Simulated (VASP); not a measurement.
# Ta3H in VASP: a series of runs

The runs below take Ta3H through single point, with PBE.

All numbers are computed with VASP 6.6.1; they aren't measurements. Logs are shortened: lines on timing, memory, paths and dates and some standing lists are left out, and cuts for length are marked.

### Step 1. The cell of the first run

The cell holds a slab with vacuum, 4 atoms: a = 2.874 Å, b = 2.874 Å, c = 21.527 Å, α = 90.00°, β = 90.00°, γ = 109.47°.

### Step 2. Single point, PBE, collinear spin, ferromagnetic start

The input, INCAR:

```
PREC     = Accurate       # precision mode
ENCUT    = 520            # plane-wave cutoff, eV
EDIFF    = 1E-7           # SCF threshold, eV
ISMEAR   = 0              # smearing method
SIGMA    = 0.1            # smearing width, eV
LREAL    = F              # projectors in reciprocal space
LASPH    = T              # aspherical terms in the spheres
NELM     = 150            # most SCF steps
ALGO     = Normal         # electronic algorithm
ISIF     = 2              # what is computed and relaxed
LWAVE    = F              # write WAVECAR
LCHARG   = T              # write CHGCAR
ISPIN    = 2              # spin polarisation
MAGMOM   = 0 0 0 1        # initial moments
LORBIT   = 11             # projections on sites
LMAXMIX  = 4              # l up to which the mixer works
LDIPOL   = T            
IDIPOL   = 3            
DIPOL    = 0.5 0.5 0.330
GGA      = PE             # functional
LELF     = T              # ELF
LVHAR    = T            
LVACPOTAV= T            
NBANDS   = 29             # bands
```

The input, KPOINTS:

```
regular mesh
0
Gamma
  10 10 1
```

The input, POSCAR:

```
Ta3H
1.0
    2.8743098520      0.0000000000      0.0000000000
   -0.9581032840      2.7099253168      0.0000000000
    0.0000000000      0.0000000000     21.5266897253
Ta H
3 1
Direct
    0.5000000000      0.5000000000      0.1858158431
    0.0000000000      0.0000000000      0.2909732295
    0.5000000000      0.5000000000      0.3960985100
    1.0000000000      1.0000000000      0.4453397084
```

Potentials or basis: VASP PAW PBE potentials, release 64 (Ta_pv, H).

On the command line:

```
$ cat potpaw_PBE.64/Ta_pv/POTCAR potpaw_PBE.64/H/POTCAR > POTCAR
$ mpirun -np 1 vasp_std > vasp.out
```

OUTCAR:

```text
PREC = Accurate
   ENCUT = 520
   EDIFF = 1E-7
   ISMEAR = 0
   LREAL = F
   LASPH = T
   NELM = 150
   ISIF = 2
   ISPIN = 2
   LORBIT = 11
   GGA = PE

 ion  position               nearest neighbor table
   1  0.500  0.500  0.186-   2 2.81   2 2.81   2 3.26   2 3.26
   2  0.000  0.000  0.291-   3 2.81   3 2.81   1 2.81   1 2.81   3 3.26   3 3.26   1 3.26   1 3.26

   3  0.500  0.500  0.396-   4 1.97   4 1.97   2 2.81   2 2.81   2 3.26   2 3.26
   4  0.000  0.000  0.445-   3 1.97   3 1.97

  LATTYP: Found a base centered orthorhombic cell.
 ALAT       =     3.3189671336
 B/A-ratio  =     1.4142135624
 C/A-ratio  =     6.4859604988

  Lattice vectors:

 A1 = (   2.8743098520,   0.0000000000,   0.0000000000)
 A2 = (  -0.9581032840,   2.7099253168,   0.0000000000)
 A3 = (   0.0000000000,   0.0000000000,  21.5266897253)

Analysis of symmetry for initial positions (statically):
=====================================================================
 Subroutine PRICEL returns:
 Original cell was already a primitive cell.

 Routine SETGRP: Setting up the symmetry group for a
 base centered orthorhombic supercell.

 Subroutine GETGRP returns: Found  4 space group operations
 (whereof  4 operations were pure point group operations)
 out of a pool of  8 trial point group operations.

The static configuration has the point symmetry C_2v.

Analysis of symmetry for dynamics (positions and initial velocities):
=====================================================================
 Subroutine PRICEL returns:
 Original cell was already a primitive cell.

 Routine SETGRP: Setting up the symmetry group for a
 base centered orthorhombic supercell.

 Subroutine GETGRP returns: Found  4 space group operations
 (whereof  4 operations were pure point group operations)
 out of a pool of  8 trial point group operations.

The dynamic configuration has the point symmetry C_2v.

Analysis of structural, dynamic, and magnetic symmetry:
=====================================================================
 Subroutine PRICEL returns:
 Original cell was already a primitive cell.

 Routine SETGRP: Setting up the symmetry group for a
 base centered orthorhombic supercell.

 Subroutine GETGRP returns: Found  4 space group operations
 (whereof  4 operations were pure point group operations)
 out of a pool of  8 trial point group operations.

The overall configuration has the point symmetry C_2v.

 Subroutine INISYM returns: Found  4 space group operations
 (whereof  4 operations are pure point group operations),
 and found     1 'primitive' translations

----------------------------------------------------------------------------------------

                                     Primitive cell

  volume of cell :     167.6749

  direct lattice vectors                    reciprocal lattice vectors
     2.874309852  0.000000000  0.000000000     0.347909603  0.123004620  0.000000000
    -0.958103284  2.709925317  0.000000000     0.000000000  0.369013859  0.000000000
     0.000000000  0.000000000 21.526689725     0.000000000  0.000000000  0.046453961

  length of vectors
     2.874309852  2.874309852 21.526689725     0.369013859  0.369013859  0.046453961

  position of ions in fractional coordinates (direct lattice)
     0.500000000  0.500000000  0.185815843
     0.000000000  0.000000000  0.290973229
     0.500000000  0.500000000  0.396098510
     0.000000000  0.000000000  0.445339708

  ion indices of the primitive-cell ions
   primitive index   ion index
                 1           1
                 2           2
                 3           3
                 4           4

----------------------------------------------------------------------------------------

 KPOINTS: regular mesh

Automatic generation of k-mesh.
 Grid dimensions read from file:
 generate k-points for:   10   10    1

 Generating k-lattice:

  Cartesian coordinates                     Fractional coordinates (reciprocal lattice)
     0.034790960  0.012300462  0.000000000     0.100000000  0.000000000  0.000000000
     0.000000000  0.036901386  0.000000000     0.000000000  0.100000000  0.000000000
     0.000000000  0.000000000  0.046453961     0.000000000  0.000000000  1.000000000

  Length of vectors
     0.036901386  0.036901386  0.046453961

  Shift w.r.t. Gamma in fractional coordinates (k-lattice)
     0.000000000  0.000000000  0.000000000

 Subroutine IBZKPT returns following result:
 ===========================================

 Found     31 irreducible k-points:

 Following reciprocal coordinates:
            Coordinates               Weight
  0.000000  0.000000  0.000000      1.000000
  0.100000  0.000000  0.000000      4.000000
  0.200000  0.000000  0.000000      4.000000
  0.300000  0.000000  0.000000      4.000000
  0.400000  0.000000  0.000000      4.000000
  0.500000  0.000000  0.000000      2.000000
[... 16 lines left out ...]
  0.300000  0.300000  0.000000      2.000000
  0.400000  0.300000  0.000000      4.000000
 [... further k-points ...]
   k-points           NKPTS =     31   k-points in BZ     NKDIM =     31   number of bands    NBANDS=     29
   number of dos      NEDOS =    301   number of ions     NIONS =      4
   total plane-waves  NPLWV =  92160
   dimension x,y,z NGX =    24 NGY =   24 NGZ =  160
   dimension x,y,z NGXF=    48 NGYF=   48 NGZF=  320
   ions per type =               3   1
   NGX,Y,Z   is equivalent  to a cutoff of  13.88, 13.88, 12.36 a.u.
   NGXF,Y,Z  is equivalent  to a cutoff of  27.76, 27.76, 24.71 a.u.
 SYSTEM =  unknown system
   PREC   = accura    normal or accurate (medium, high low for compatibility)
   ISTART =      0    job   : 0-new  1-cont  2-samecut
   ICHARG =      2    charge: 1-file 2-atom 10-const
   ISPIN  =      2    spin polarized calculation?
   LNONCOLLINEAR =      F non collinear calculations
   LSORBIT =      F    spin-orbit coupling
   LASPH  =      T    aspherical Exc in radial PAW
   ENCUT  =  520.0 eV  38.22 Ry    6.18 a.u.   5.34  5.34 40.03*2*pi/ulx,y,z
   NELM   =    150;   NELMIN=  2; NELMDL= -5     # of ELM steps
   EDIFF  = 0.1E-06   stopping-criterion for ELM
   LREAL  =      F    real-space projection
   EDIFFG = 0.1E-05   stopping-criterion for IOM
   NSW    =      0    number of steps for IOM
   IBRION =     -1    ionic relax: 0-MD 1-quasi-New 2-CG
   NFREE  =      0    steps in history (QN), initial steepest desc. (CG)
   ISIF   =      2    stress and relaxation
   ISYM   =      2    0-nonsym 1-usesym 2-fastsym
   POTIM  = 0.5000    time-step for ionic-motion
   TEBEG  =    0.0;   TEEND  =   0.0 temperature during run
   PSTRESS=    0.0 pullay stress
   NELECT =      34.0000    total number of electrons
   NUPDOWN=      -1.0000    fix difference up-down
   EMIN   =  10.00;   EMAX   =-10.00  energy-range for DOS
   EFERMI =   0.00;   METHOD = LEGACY
   ISMEAR =     0;   SIGMA  =   0.10  broadening in eV -4-tet -1-fermi 0-gaus
   EFERMI_NEDOS =   21; number of points for ismear=-14 and -15
   IALGO  =     38    algorithm
   IMIX   =      4    mixing-type and parameters
     AMIX     =   0.40;   BMIX     =  1.00
     AMIX_MAG =   1.60;   BMIX_MAG =  1.00
  volume/ion in A,a.u.               =      41.92       282.88
  Fermi-wavevector in a.u.,A,eV,Ry     =   0.961786  1.817512 12.585827  0.925032
  Thomas-Fermi vector in A             =   2.091188
   LORBIT       =     11    0 simple, 1 ext, 2 COOP (PROOUT), +10 PAW based schemes
   GGA     = PE    functional components
   LHFCALC =     F    Hartree Fock is set to
   AEXX    =    0.0000 exact exchange contribution
   IVDW    =     0    specifies the selected vdW correction
   LEPSILON=     F    determine dielectric tensor
   LRPA    =     F    only Hartree local field effects (RPA)
 spin polarized calculation
 Gauss-broadening in eV      SIGMA  =   0.10
  energy-cutoff  :      520.00
  volume of cell :      167.67
 maximum number of plane-waves:      4567
 NGX is ok and might be reduce to    24
   NGX = 11   NGY = 11   NGZ = 81

 dipolmoment           0.000000      0.000000      0.060961 electrons x Angstroem

 number of electron      33.9999998 magnetization       0.0000038

 dipolmoment           0.000000      0.000000     -0.029241 electrons x Angstroem

 Free energy of the ion-electron system (eV)
  ---------------------------------------------------
  ext. energy  EPLUGINS =         0.00000000
  ---------------------------------------------------
  free energy    TOTEN  =       -37.23308826 eV

  energy without entropy =      -37.21484468  energy(sigma->0) =      -37.22396647

 E-fermi :  -0.8979     XC(G=0):  -5.1231

 val. band max:       -0.9183093760   @ k =   0.3000   0.3000   0.0000
 cond. band min:      -0.8799672605   @ k =   0.5000   0.4000   0.0000
 fundamental gap:      0.0383421155
 Fermi energy:        -0.8978818928

 spin component 1

 k-point     1 :       0.0000    0.0000    0.0000
  band No.  band energies     occupation
      1     -35.4201      1.00000
      2     -35.1029      1.00000
      3     -34.7267      1.00000
      4     -34.5599      1.00000
      5     -34.4634      1.00000
      6     -34.3703      1.00000
[... 757 lines left out ...]
     28       7.7340      0.00000
     29       8.0436      0.00000

 [... further k-points ...]

 spin component 2

 k-point     1 :       0.0000    0.0000    0.0000
  band No.  band energies     occupation
      1     -35.4201      1.00000
      2     -35.1029      1.00000
      3     -34.7267      1.00000
      4     -34.5599      1.00000
      5     -34.4634      1.00000
      6     -34.3703      1.00000
[... 757 lines left out ...]
     28       7.7340      0.00000
     29       8.0437      0.00000

 [... further k-points ...]
[... 5 lines left out ...]
  --------------------------------------------------------------------------------------
  -------------------------------------------------------------------------------------
  Total       -2.3190707     -2.1613932      1.0892081      0.2229898      0.0000000      0.0000000
  in kB      -22.1593197    -20.6526698     10.4076642      2.1307248      0.0000000      0.0000000
  external PRESSURE =     -10.8014418 kB  Pullay stress =       0.0000000 kB

 VOLUME and BASIS-vectors are now :
 -----------------------------------------------------------------------------
  energy-cutoff  :      520.00
  volume of cell :      167.67
      direct lattice vectors                 reciprocal lattice vectors
     2.874309852  0.000000000  0.000000000     0.347909603  0.123004620  0.000000000
    -0.958103284  2.709925317  0.000000000     0.000000000  0.369013859  0.000000000
     0.000000000  0.000000000 21.526689725     0.000000000  0.000000000  0.046453961

 POSITION                                       TOTAL-FORCE (eV/Angst)
 -----------------------------------------------------------------------------------
      0.95810      1.35496      4.00000        -0.000000      0.000000      0.055458
      0.00000      0.00000      6.26369        -0.000000      0.000000     -0.583341
      0.95810      1.35496      8.52669         0.000000      0.000000      0.479595
      0.00000      0.00000      9.58669        -0.000000      0.000000      0.048288
 -----------------------------------------------------------------------------------
    total drift:                                0.000000      0.000000      0.000062

  FREE ENERGIE OF THE ION-ELECTRON SYSTEM (eV)
  ---------------------------------------------------
  free  energy   TOTEN  =       -37.2330882621 eV

  energy  without entropy=      -37.2148446797  energy(sigma->0) =      -37.22396647

 vacuum level on the upper side and lower side of the slab         3.169         3.848

 total charge

# of ion       s       p       d       tot
------------------------------------------
    1        0.376   6.092   2.380   8.849
    2        0.373   6.191   2.381   8.944
    3        0.344   6.152   2.409   8.905
    4        0.524   0.014   0.000   0.538
--------------------------------------------------
tot          1.617  18.449   7.170  27.235

 magnetization (x)

# of ion       s       p       d       tot
------------------------------------------
    1        0.000   0.000   0.000   0.000
    2       -0.000  -0.000  -0.000  -0.000
    3       -0.000  -0.000  -0.000  -0.000
    4        0.000  -0.000   0.000   0.000
--------------------------------------------------
tot          0.000  -0.000  -0.000  -0.000
```

Run time: 6 min. Hardware: 1 thread of Intel Xeon 6975P-C (Granite Rapids), shared host; peak memory 0.49 GiB.

What came out:

| Quantity | Value |
| --- | --- |
| Free energy | -37.2331 eV |
| Largest force | 0.583 eV/Å |
| Band gap on the k mesh | zero (filled and empty bands overlap) |
| Net moment | 0.00 μB per cell |
| Valence electrons inside the program's atomic spheres | Ta 8.85, 8.94, 8.90; H 0.54 |

Forces in eV/Å, atoms in the order of the input:
```
Ta   0.000  0.000  0.055
Ta   0.000  0.000 -0.583
Ta   0.000  0.000  0.480
H    0.000  0.000  0.048
```

Levels at points of the mesh, in eV from the Fermi level:
Spin up:
```
           k point  band 14  band 15  band 16  band 17  band 18  band 19  band 20  band 21
(0.00, 0.00, 0.00)    -1.57    -0.81    -0.38     0.28     0.50     0.83     0.93     2.51
(0.50, 0.00, 0.00)    -1.50    -1.44    -0.80    -0.31     1.17     2.28     3.12     3.55
(0.50, 0.50, 0.00)    -1.77    -1.22     0.63     0.85     0.96     2.11     2.31     2.96
```
Spin down:
| k point | band 15 | band 16 | band 17 | band 18 | band 19 | band 20 |
| --- | --- | --- | --- | --- | --- | --- |
| (0.00, 0.00, 0.00) | -0.81 | -0.38 | 0.28 | 0.50 | 0.83 | 0.93 |
| (0.50, 0.00, 0.00) | -1.44 | -0.80 | -0.31 | 1.17 | 2.28 | 3.12 |
| (0.50, 0.50, 0.00) | -1.22 | 0.63 | 0.85 | 0.96 | 2.11 | 2.31 |

Caveat: spin-orbit coupling is left out, which moves the levels of the heavy elements.

(Part 1 of 2 ends here.)
